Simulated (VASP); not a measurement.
Here is a VASP 6.6.1 calculation.

The input INCAR:

```
SYSTEM = Sn
  PREC = Accurate
  ENCUT = 520
  EDIFF = 1E-6
  ISMEAR = -1
  SIGMA = 0.05
  LREAL = .FALSE.
  LASPH = .TRUE.
  NELM = 80
  ALGO = Normal
  ISIF = 2
  LWAVE = .FALSE.
  LCHARG = .FALSE.
  GGA = PS
  NBANDS = 13
```

KPOINTS

```
regular mesh
0
G
  10 10 10
  0 0 0
```

File POSCAR:

```
Sn
1.0
   -1.8658142875      1.8658142875      1.8658142875
    1.8658142875     -1.8658142875      1.8658142875
    1.8658142875      1.8658142875     -1.8658142875
Sn
1
Direct
    0.0000000000      0.0000000000      0.0000000000
```

Potentials or basis: VASP PAW PBE potentials, release 64 (Sn_d).

Launch:

```bash
$ cat potpaw_PBE.64/Sn_d/POTCAR > POTCAR
$ mpirun -np 1 vasp_std > vasp.out
```

**Question.** What does it give for the pressure?

**Answer.** -0.1 GPa.

**Question.** What does it give for the band gap on the k mesh?

**Answer.** Zero (band 7 reaches 16.86 eV, above the bottom of band 8 at 6.06 eV).

Caveat: the PAW data sets were made with another functional, which shifts forces and pressure a little; spin-orbit coupling is left out, which moves the levels of the heavy elements.
